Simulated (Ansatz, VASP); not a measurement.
## FePt in VASP and in Ansatz

```xyz
2
Lattice="2.7235 0.0000 0.0000 0.0000 2.7235 0.0000 0.0000 0.0000 3.7200" Properties=species:S:1:pos:R:3 pbc="T T T"
Pt    1.3618    1.3618    1.8600
Fe    0.0000    0.0000    0.0000
```

Alike in both runs: task relaxation of cell and atoms; functional PBE; dispersion D4; k mesh 10 × 10 × 7; occupations fermi-dirac, width 0.05 eV; collinear spin.

```csv
,VASP,Ansatz
version,VASP 6.6.1,Ansatz 0.2.0
potentials or method,"VASP PAW PBE potentials, release 64 (Pt, Fe), cutoff 600 eV","all-electron LAPW, scalar-relativistic"
```

```tsv
	VASP	Ansatz	Ansatz less VASP
net moment per atom (μB)	1.63	1.63	+0.004
size of the moment on the site where the two differ most (μB)	2.89	2.94	+0.051
relaxed volume (Å³/atom)	13.62	13.65	+0.024
relaxed length of the cell vector where the two differ most in proportion (Å)	3.706	3.713	+0.0067
```

Site moments also hang on the region over which each program counts them. Ansatz ran all-electron here, and VASP with PAW potentials.

Neither program's run includes spin-orbit coupling.
